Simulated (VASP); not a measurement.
# SrO (P6_3/mmc) in VASP: notebook

The runs below take SrO through single point, relaxation of cell and atoms, with PBE.

Program: VASP 6.6.1. These are calculated values, not measurements. Logs are shortened: lines on timing, memory, paths and dates and some standing lists are left out, and cuts for length are marked.

## (1) The cell of the first run

Symmetry: P6_3/mmc, No. 194, hexagonal system. The conventional cell has a = 3.553 Å, b = 3.553 Å, c = 6.217 Å, α = 90.00°, β = 90.00°, γ = 120.00°. Sr (site symmetry -6m2) has 6 O at 2.57 Å within 3.4 Å. O (site symmetry -3m) has 6 Sr at 2.57 Å and 2 O at 3.11 Å within 3.4 Å.

## (2) Single point, PBE

INCAR reads:

```
PREC = Accurate ; ENCUT = 600
EDIFF = 1E-6 ; ISMEAR = 0
SIGMA = 0.1 ; LREAL = False
LASPH = True ; NELM = 120
ALGO = Normal ; ISIF = 2
LWAVE = False ; LCHARG = True
GGA = PE ; LELF = True
LVHAR = True ; NBANDS = 24
GGA_COMPAT = False
```

KPOINTS reads:

```
regular mesh
0
Gamma
  6 6 4
```

POSCAR reads:

```
SrO
1.0
    3.5532880900      0.0000000000      0.0000000000
   -1.7766440500      3.0772377500      0.0000000000
    0.0000000000      0.0000000000      6.2173039800
Sr O
2 2
Direct
    0.3333333300      0.6666666700      0.2500000000
    0.6666666700      0.3333333300      0.7500000000
    0.0000000000      0.0000000000      0.0000000000
    0.0000000000      0.0000000000      0.5000000000
```

Potentials or basis: VASP PAW PBE potentials, release 64 (Sr_sv, O).

Run with:

```
$ cat potpaw_PBE.64/Sr_sv/POTCAR potpaw_PBE.64/O/POTCAR > POTCAR
$ mpirun -np 1 vasp_std > vasp.out
```

OUTCAR:

```text
PREC = Accurate
   ENCUT = 600
   EDIFF = 1E-6
   ISMEAR = 0
   LREAL = False
   LASPH = True
   NELM = 120
   ISIF = 2
   GGA = PE

 ion  position               nearest neighbor table
   1  0.333  0.667  0.250-   3 2.57   4 2.57   3 2.57   4 2.57   3 2.57   4 2.57   2 3.72   2 3.72
                             2 3.72   2 3.72   2 3.72   2 3.72
   2  0.667  0.333  0.750-   3 2.57   4 2.57   3 2.57   4 2.57   3 2.57   4 2.57   1 3.72   1 3.72
                             1 3.72   1 3.72   1 3.72   1 3.72
   3  0.000  0.000  0.000-   1 2.57   2 2.57   1 2.57   2 2.57   2 2.57   1 2.57
   4  0.000  0.000  0.500-   1 2.57   2 2.57   1 2.57   2 2.57   2 2.57   1 2.57

  LATTYP: Found a hexagonal cell.
 ALAT       =     3.5532880900
 C/A-ratio  =     1.7497325920

  Lattice vectors:

 A1 = (   3.5532880900,   0.0000000000,   0.0000000000)
 A2 = (  -1.7766440500,   3.0772377500,   0.0000000000)
 A3 = (   0.0000000000,   0.0000000000,   6.2173039800)

Analysis of symmetry for initial positions (statically):
=====================================================================
 Subroutine PRICEL returns:
 Original cell was already a primitive cell.

 Routine SETGRP: Setting up the symmetry group for a
 hexagonal supercell.

 Subroutine GETGRP returns: Found 24 space group operations
 (whereof 12 operations were pure point group operations)
 out of a pool of 24 trial point group operations.

The static configuration has the point symmetry D_3d.
 The point group associated with its full space group is D_6h.

Analysis of symmetry for dynamics (positions and initial velocities):
=====================================================================
 Subroutine PRICEL returns:
 Original cell was already a primitive cell.

 Routine SETGRP: Setting up the symmetry group for a
 hexagonal supercell.

 Subroutine GETGRP returns: Found 24 space group operations
 (whereof 12 operations were pure point group operations)
 out of a pool of 24 trial point group operations.

The dynamic configuration has the point symmetry D_3d.
 The point group associated with its full space group is D_6h.

 Subroutine INISYM returns: Found 24 space group operations
 (whereof 12 operations are pure point group operations),
 and found     1 'primitive' translations

----------------------------------------------------------------------------------------

[... 89 lines left out ...]
   LASPH  =      T    aspherical Exc in radial PAW
   ENCUT  =  600.0 eV  44.10 Ry    6.64 a.u.   7.10  7.10 12.42*2*pi/ulx,y,z
   NELM   =    120;   NELMIN=  2; NELMDL= -5     # of ELM steps
   EDIFF  = 0.1E-05   stopping-criterion for ELM
   LREAL  =      F    real-space projection
   EDIFFG = 0.1E-04   stopping-criterion for IOM
   NSW    =      0    number of steps for IOM
   IBRION =     -1    ionic relax: 0-MD 1-quasi-New 2-CG
   NFREE  =      0    steps in history (QN), initial steepest desc. (CG)
   ISIF   =      2    stress and relaxation
   ISYM   =      2    0-nonsym 1-usesym 2-fastsym
   POTIM  = 0.5000    time-step for ionic-motion
   TEBEG  =    0.0;   TEEND  =   0.0 temperature during run
   PSTRESS=    0.0 pullay stress
   NELECT =      32.0000    total number of electrons
   NUPDOWN=      -1.0000    fix difference up-down
   EMIN   =  10.00;   EMAX   =-10.00  energy-range for DOS
   EFERMI =   0.00;   METHOD = LEGACY
   ISMEAR =     0;   SIGMA  =   0.10  broadening in eV -4-tet -1-fermi 0-gaus
   EFERMI_NEDOS =   21; number of points for ismear=-14 and -15
   IALGO  =     38    algorithm
   IMIX   =      4    mixing-type and parameters
     AMIX     =   0.40;   BMIX     =  1.00
     AMIX_MAG =   1.60;   BMIX_MAG =  1.00
  volume/ion in A,a.u.               =      17.00       114.69
  Fermi-wavevector in a.u.,A,eV,Ry     =   1.273484  2.406537 22.065419  1.621763
  Thomas-Fermi vector in A             =   2.406305
   LORBIT       =      0    0 simple, 1 ext, 2 COOP (PROOUT), +10 PAW based schemes
   GGA     = PE    functional components
   LHFCALC =     F    Hartree Fock is set to
   AEXX    =    0.0000 exact exchange contribution
   IVDW    =     0    specifies the selected vdW correction
   LEPSILON=     F    determine dielectric tensor
   LRPA    =     F    only Hartree local field effects (RPA)
 non-spin polarized calculation
 Gauss-broadening in eV      SIGMA  =   0.10
  energy-cutoff  :      600.00
  volume of cell :       67.98
 maximum number of plane-waves:      2289
   NGX = 15   NGY = 15   NGZ = 25

 number of electron      32.0000002 magnetization

 Free energy of the ion-electron system (eV)
  ---------------------------------------------------
  ext. energy  EPLUGINS =         0.00000000
  ---------------------------------------------------
  free energy    TOTEN  =       -23.74110472 eV

  energy without entropy =      -23.74110472  energy(sigma->0) =      -23.74110472

 E-fermi :   2.7525     XC(G=0): -10.0206

 val. band max:        2.2056764882   @ k =   0.0000   0.0000   0.0000
 cond. band min:       5.2674116468   @ k =   0.5000  -0.0000   0.0000
 fundamental gap:      3.0617351586
 Fermi energy:         2.7524956145

 k-point     1 :       0.0000    0.0000    0.0000
  band No.  band energies     occupation
      1     -30.7798      2.00000
      2     -30.6722      2.00000
      3     -14.8933      2.00000
      4     -13.3468      2.00000
      5     -12.4532      2.00000
      6     -12.4532      2.00000
[... 556 lines left out ...]
     23      11.5357      0.00000
     24      11.5357      0.00000

------------------------ aborting loop because EDIFF is reached ----------------------------------------

  FORCE on cell =-STRESS in cart. coord.  units (eV):
  Direction    XX          YY          ZZ          XY          YZ          ZX
  --------------------------------------------------------------------------------------
  -------------------------------------------------------------------------------------
  Total        0.8472336      0.8472336      0.7457446     -0.0000000      0.0000000      0.0000000
  in kB       19.9673374     19.9673374     17.5754779     -0.0000000      0.0000000      0.0000000
  external PRESSURE =      19.1700509 kB  Pullay stress =       0.0000000 kB

 VOLUME and BASIS-vectors are now :
 -----------------------------------------------------------------------------
  energy-cutoff  :      600.00
  volume of cell :       67.98
      direct lattice vectors                 reciprocal lattice vectors
     3.553288090  0.000000000  0.000000000     0.281429475  0.162483383  0.000000000
    -1.776644050  3.077237750  0.000000000     0.000000000  0.324966766  0.000000000
     0.000000000  0.000000000  6.217303980     0.000000000  0.000000000  0.160841420

 POSITION                                       TOTAL-FORCE (eV/Angst)
 -----------------------------------------------------------------------------------
     -0.00000      2.05149      1.55433         0.000000      0.000000      0.000000
      1.77664      1.02575      4.66298        -0.000000      0.000000      0.000000
      0.00000      0.00000      0.00000         0.000000      0.000000      0.000000
      0.00000      0.00000      3.10865         0.000000      0.000000      0.000000
 -----------------------------------------------------------------------------------
    total drift:                               -0.000010      0.000006      0.000000

  FREE ENERGIE OF THE ION-ELECTRON SYSTEM (eV)
  ---------------------------------------------------
  free  energy   TOTEN  =       -23.7411047243 eV

  energy  without entropy=      -23.7411047243  energy(sigma->0) =      -23.74110472
```

Wall time 86 s (1 thread of Intel Xeon 8259CL, shared host); peak memory 0.2 GiB.

Results:

- Free energy: -23.7411 eV
- Pressure: 1.9 GPa
- Band gap on the k mesh: 3.06 eV (least direct gap 3.08 eV)

Stress tensor (GPa, compression positive):
```
2.00 0.00 0.00
0.00 2.00 0.00
0.00 0.00 1.76
```

## (3) Single point, PBE

This run uses another cell than the first one, of 17.30 Å³/atom.

INCAR reads:

```
SYSTEM = SrO
ALGO     = Normal         ! electronic algorithm
EDIFF    = 1E-6           ! SCF threshold, eV
ENCUT    = 600            ! plane-wave cutoff, eV
GGA      = PE             ! functional
GGA_COMPAT= .FALSE.      
ISIF     = 2              ! what is computed and relaxed
ISMEAR   = 0              ! smearing method
LASPH    = .TRUE.         ! aspherical terms in the spheres
LCHARG   = .TRUE.         ! write CHGCAR
LELF     = .TRUE.         ! ELF
LREAL    = .FALSE.        ! projectors in reciprocal space
LVHAR    = .TRUE.       
LWAVE    = .FALSE.        ! write WAVECAR
NBANDS   = 24             ! bands
NELM     = 120            ! most SCF steps
PREC     = Accurate       ! precision mode
SIGMA    = 0.02           ! smearing width, eV
```

KPOINTS reads:

```
k-points
0
G
  9 9 4
  0 0 0
```

POSCAR reads:

```
SrO
1.0
    3.5770498181      0.0000000029      0.0000000000
   -1.7885249115      3.0978160116      0.0000000000
    0.0000000000      0.0000000000      6.2430960056
Sr O
2 2
Direct
    0.3333333333      0.6666666667      0.2500000000
    0.6666666667      0.3333333333      0.7500000000
    0.0000000000      0.0000000000      0.0000000000
    0.0000000000      0.0000000000      0.5000000000
```

Potentials or basis: VASP PAW PBE potentials, release 64 (Sr_sv, O).

Run with:

```
$ cat potpaw_PBE.64/Sr_sv/POTCAR potpaw_PBE.64/O/POTCAR > POTCAR
$ mpirun -np 1 vasp_std > vasp.out
```

Wall time 2.8 min (1 thread of Intel Xeon 8259CL, shared host); peak memory 0.24 GiB.

The run converged. Its results:

| Property | Result |
| --- | --- |
| Free energy | -23.7513 eV |
| Pressure | 0.4 GPa |
| Band gap on the k mesh | 2.97 eV |

Levels at points of the mesh, in eV from the valence-band top:
| k point | band 14 | band 15 | band 16 | band 17 | band 18 | band 19 |
| --- | --- | --- | --- | --- | --- | --- |
| (0.00, 0.00, 0.00) | -0.77 | -0.77 | 0.00 | 2.97 | 4.97 | 5.11 |
| (0.00, 0.00, 0.50) | -0.92 | -0.92 | -0.92 | 4.59 | 4.59 | 5.88 |

A k mesh can miss the band edges.

(Part 1 of 2 ends here.)
